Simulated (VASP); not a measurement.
# Si15C (P1) in VASP: notebook, part 2 of 2

VASP 6.6.1. Earlier steps stand in the parts before.

## Step 4: Single point, PBEsol

INCAR

```
  PREC = Accurate
  ENCUT = 520
  EDIFF = 1E-7
  ISMEAR = 1
  SIGMA = 0.05
  LREAL = Auto
  LASPH = True
  NELM = 80
  ALGO = Normal
  ISIF = 2
  LWAVE = False
  LCHARG = False
  GGA = PS
  NBANDS = 46
```

KPOINTS

```
Automatic mesh
0
Gamma
  2 2 2
  0.5 0.5 0.5
```

POSCAR

```
Si15C
1.0
   10.5273610000      0.0000000000      0.0000000000
    0.0000000000      5.2636810000      0.0000000000
    0.0000000000      0.0000000000      5.2636810000
Si C
15 1
Direct
    0.0021100000      0.9867640000      0.9928380000
    0.5009070000      0.9849160000      0.9859260000
    0.1257480000      0.2436830000      0.2601690000
    0.6372840000      0.2698310000      0.2483340000
    0.2466940000      0.4932940000      0.0069720000
    0.7534130000      0.5048430000      0.0132980000
    0.3839180000      0.7315790000      0.2545900000
    0.8729000000      0.7406270000      0.2302070000
    0.7482830000      0.0023890000      0.4835300000
    0.3822040000      0.2545450000      0.7347490000
    0.8665260000      0.2509580000      0.7526990000
    0.0140030000      0.4983750000      0.4941950000
    0.5058120000      0.5079540000      0.5009240000
    0.1291760000      0.7279110000      0.7447220000
    0.6236330000      0.7449340000      0.7634270000
    0.2573870000      0.9976860000      0.4682050000
```

Potentials or basis: VASP PAW PBE potentials, release 64 (Si, C).

Command:

```bash
cat potpaw_PBE.64/Si/POTCAR potpaw_PBE.64/C/POTCAR > POTCAR
mpirun -np 1 vasp_std > vasp.out
```

OUTCAR:

```text
PREC = Accurate
   ENCUT = 520
   EDIFF = 1E-7
   ISMEAR = 1
   LREAL = Auto
   LASPH = True
   NELM = 80
   ISIF = 2
   GGA = PS

 ion  position               nearest neighbor table
   1  0.002  0.987  0.993-   8 2.26  14 2.31   3 2.35  11 2.36
   2  0.501  0.985  0.986-  15 2.15   7 2.30  10 2.31   4 2.49
   3  0.126  0.244  0.260-  12 2.17  16 2.19   5 2.26   1 2.35
   4  0.637  0.270  0.248-   6 2.13   9 2.21  13 2.29   2 2.49
   5  0.247  0.493  0.007-  14 2.23   3 2.26   7 2.31  10 2.38
   6  0.753  0.505  0.013-   8 2.10   4 2.13  11 2.26  15 2.28
[... 8 lines left out ...]
  15  0.624  0.745  0.763-   2 2.15  13 2.24   6 2.28   9 2.39
  16  0.257  0.998  0.468-   3 2.19   7 2.24  10 2.35  14 2.44

  LATTYP: Found a simple tetragonal cell.
 ALAT       =     5.2636810000
 C/A-ratio  =     1.9999998100

  Lattice vectors:

 A1 = (   0.0000000000,   5.2636810000,   0.0000000000)
 A2 = (   0.0000000000,   0.0000000000,   5.2636810000)
 A3 = (  10.5273610000,   0.0000000000,   0.0000000000)

Analysis of symmetry for initial positions (statically):
[... 186 lines left out ...]
 Fermi energy:         6.0333384923

 k-point     1 :       0.2500    0.2500    0.2500
  band No.  band energies     occupation
      1      -5.7058      2.00000
      2      -5.0973      2.00000
      3      -4.1276      2.00000
      4      -3.5677      2.00000
      5      -3.4735      2.00000
      6      -3.3062      2.00000
[... 177 lines left out ...]
     43       9.6123      0.00000
     44       9.7180      0.00000
 [bands above 44 left out]

------------------------ aborting loop because EDIFF is reached ----------------------------------------

  FORCE on cell =-STRESS in cart. coord.  units (eV):
  Direction    XX          YY          ZZ          XY          YZ          ZX
  --------------------------------------------------------------------------------------
  -------------------------------------------------------------------------------------
  Total        9.1302678     13.4989700     14.8518707      1.1158599      1.0100303      0.1841259
  in kB       50.1528316     74.1502428     81.5817659      6.1294518      5.5481264      1.0114091
  external PRESSURE =      68.6282801 kB  Pullay stress =       0.0000000 kB

 VOLUME and BASIS-vectors are now :
 -----------------------------------------------------------------------------
  energy-cutoff  :      520.00
  volume of cell :      291.67
      direct lattice vectors                 reciprocal lattice vectors
    10.527361000  0.000000000  0.000000000     0.094990568  0.000000000  0.000000000
     0.000000000  5.263681000  0.000000000     0.000000000  0.189981118  0.000000000
     0.000000000  0.000000000  5.263681000     0.000000000  0.000000000  0.189981118

 POSITION                                       TOTAL-FORCE (eV/Angst)
 -----------------------------------------------------------------------------------
      0.02221      5.19401      5.22598         0.025850      0.886373     -0.398719
      5.27323      5.18428      5.18960        -0.479542      2.060335      1.605364
      1.32379      1.28267      1.36945         2.307084     -3.405405      0.192531
      6.70892      1.42030      1.30715        -2.691254     -1.757713     -0.055251
      2.59704      2.59654      0.03670         1.377134     -0.624950     -0.242230
      7.93145      2.65733      0.07000        -0.469908     -0.440391     -2.624504
[... 8 lines left out ...]
      6.56521      3.92109      4.01844         1.611213      0.098038     -1.359673
      2.70961      5.25150      2.46448         0.085624     -0.068433      0.806592
 -----------------------------------------------------------------------------------
    total drift:                               -0.007637      0.001624     -0.001915

  FREE ENERGIE OF THE ION-ELECTRON SYSTEM (eV)
  ---------------------------------------------------
  free  energy   TOTEN  =       -90.2536838848 eV

  energy  without entropy=      -90.2551685739  energy(sigma->0) =      -90.25417878
```

OSZICAR:

```text
N       E                     dE             d eps       ncg     rms          rms(c)
DAV:   1     0.150035421526E+03    0.15004E+03   -0.24700E+04   368   0.115E+03
DAV:   2    -0.784301228801E+02   -0.22847E+03   -0.21250E+03   448   0.172E+02
DAV:   3    -0.925636032380E+02   -0.14133E+02   -0.13816E+02   456   0.386E+01
DAV:   4    -0.929262923171E+02   -0.36269E+00   -0.36046E+00   472   0.709E+00
DAV:   5    -0.929361802467E+02   -0.98879E-02   -0.98805E-02   436   0.113E+00    0.158E+01
DAV:   6    -0.909171074285E+02    0.20191E+01   -0.28994E+00   584   0.641E+00    0.961E+00
DAV:   7    -0.902981338498E+02    0.61897E+00   -0.15565E+00   472   0.523E+00    0.286E+00
DAV:   8    -0.902548798806E+02    0.43254E-01   -0.40057E-01   416   0.240E+00    0.695E-01
DAV:   9    -0.902552027703E+02   -0.32289E-03   -0.86767E-02   488   0.108E+00    0.468E-01
DAV:  10    -0.902534485177E+02    0.17543E-02   -0.20204E-02   456   0.495E-01    0.198E-01
DAV:  11    -0.902536716970E+02   -0.22318E-03   -0.18104E-03   424   0.203E-01    0.913E-02
DAV:  12    -0.902536661851E+02    0.55119E-05   -0.27772E-04   472   0.772E-02    0.383E-02
DAV:  13    -0.902536858979E+02   -0.19713E-04   -0.21195E-04   448   0.513E-02    0.169E-02
DAV:  14    -0.902536843009E+02    0.15970E-05   -0.13572E-05   424   0.126E-02    0.586E-03
DAV:  15    -0.902536839346E+02    0.36634E-06   -0.12638E-06   480   0.434E-03    0.358E-03
DAV:  16    -0.902536838848E+02    0.49808E-07   -0.39173E-07   408   0.223E-03
   1 F= -.90253684E+02 E0= -.90254179E+02  d E =0.148469E-02
```

stdout:

```text
POSCAR found type information on POSCAR SiC
 POSCAR found :  2 types and      16 ions
 scaLAPACK will be used
 -----------------------------------------------------------------------------
|                                                                             |
|                                                                             |
|     You enforced a specific xc type in the INCAR file but a different       |
|     I HOPE YOU KNOW WHAT YOU ARE DOING!                                     |
|                                                                             |
 -----------------------------------------------------------------------------

 LDA part: xc-table for (Slater+PW92), standard interpolation
 POSCAR, INCAR and KPOINTS ok, starting setup
 FFT: planning ... GRIDC
 FFT: planning ... GRID_SOFT
 FFT: planning ... GRID
 WAVECAR not read
 entering main loop
```

It took 2.2 min on 1 thread of Intel Xeon 8259CL, shared host; peak memory 0.33 GiB.

What came out:

| Quantity | Value |
| --- | --- |
| Free energy | -90.2537 eV |
| Pressure | 6.9 GPa |
| Largest force | 4.307 eV/Å |
| Band gap on the k mesh | 1.08 eV |

Forces on the atoms (eV/Å):
```
Si   0.026  0.886 -0.399
Si  -0.480  2.060  1.605
Si   2.307 -3.405  0.193
Si  -2.691 -1.758 -0.055
Si   1.377 -0.625 -0.242
Si  -0.470 -0.440 -2.625
Si  -2.965  3.118  0.206
Si   2.163  1.331  2.392
Si   0.356 -1.058  1.142
Si  -2.488 -2.185 -0.742
Si   1.660 -0.221 -0.561
Si  -3.113 -0.233  0.208
Si   0.752 -0.944  0.395
Si   1.867  3.445 -0.964
Si   1.611  0.098 -1.360
C    0.086 -0.068  0.807
```

Stress tensor (GPa, compression positive):
```
5.02 0.61 0.10
0.61 7.42 0.55
0.10 0.55 8.16
```

Levels at points of the mesh, in eV from the valence-band top:
```tsv
k point	band 28	band 29	band 30	band 31	band 32	band 33	band 34	band 35	band 36	band 37
(0.25, 0.25, 0.25)	-1.60	-1.01	-0.83	-0.65	0.00	1.08	1.63	1.87	2.05	2.24
```

Caveat: the k points lie up to 0.60 Å⁻¹ apart; the PAW data sets were made with another functional, which shifts forces and pressure a little; a shifted mesh leaves out Γ, where band edges can lie.
